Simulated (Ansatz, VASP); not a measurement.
**One calculation of Cs, two programs**

```
Cs
1.0
    -3.96416    3.96416    2.14661
     3.96416   -3.96416    2.14661
     3.96416    3.96416   -2.14661
Cs
2
Direct
  0.62500 0.87500 0.75000
  0.37500 0.12500 0.25000
```

Change from the starting cell: volume scaled by 0.55, PAW files.

Alike in both runs: task single point; functional PBE; k mesh 9 × 9 × 9; occupations fermi-dirac, width 0.08 eV; no spin polarisation.

```csv
,VASP,Ansatz
version,VASP 6.6.1,Ansatz 0.2.0
potentials or method,"VASP PAW PBE potentials, release 64 (Cs_sv)","PAW with Ansatz's default frozen-core files, scalar-relativistic"
plane-wave cutoff (eV),520,420
valence electrons in the cell,18,18
```

```csv
,VASP,Ansatz,Ansatz less VASP
pressure (GPa),2.5,2.5,0.00
```

Spin-orbit coupling is off throughout.
